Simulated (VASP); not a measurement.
The system is ScAl3 (lda).

```
CELL_PARAMETERS angstrom
4.08781 0.00000 0.00000
0.00000 4.08781 0.00000
0.00000 0.00000 4.08781
ATOMIC_POSITIONS crystal
Sc 0.00000 0.00000 0.00000
Al 0.50000 0.00000 0.50000
Al 0.00000 0.50000 0.50000
Al 0.50000 0.50000 0.00000
```

| Item | Value |
| --- | --- |
| Program | VASP 6.6.1 |
| Task | relaxation of cell and atoms |
| Functional | LDA |
| Potentials or basis | VASP PAW LDA potentials, release 64 (Sc_sv, Al) |
| Cutoff | 600 eV |
| k mesh | 10 × 10 × 10 |
| Occupations | gaussian, width 0.1 eV |
| Spin | no spin polarisation |

At the start: pressure -3.6 GPa; volume 17.08 Å³/atom.

Where does the relaxation end?

Over 3 steps the energy falls by 7.7 meV/atom and the volume is 16.41 Å³/atom (-3.9 %); space group Pm-3m (No. 221, to 0.05 Å).

Step by step:
```
step  energy change (eV)  largest force (eV/Å)  pressure (GPa)  volume (Å³)
   1              0.0000                0.0000           -3.56        68.31
   2             -0.0259                0.0000            1.55        64.63
   3             -0.0307                0.0000            0.00        65.63
```

Final structure:
```cif
data_structure
_symmetry_space_group_name_H-M 'P 1'
_symmetry_Int_Tables_number 1
_cell_length_a 4.0338
_cell_length_b 4.0338
_cell_length_c 4.0338
_cell_angle_alpha 90.000
_cell_angle_beta 90.000
_cell_angle_gamma 90.000
_cell_volume 65.63
loop_
_atom_site_label
_atom_site_type_symbol
_atom_site_fract_x
_atom_site_fract_y
_atom_site_fract_z
_atom_site_occupancy
Sc1 Sc 0.00000 0.00000 0.00000 1
Al1 Al 0.50000 0.00000 0.50000 1
Al2 Al 0.00000 0.50000 0.50000 1
Al3 Al 0.50000 0.50000 0.00000 1
```
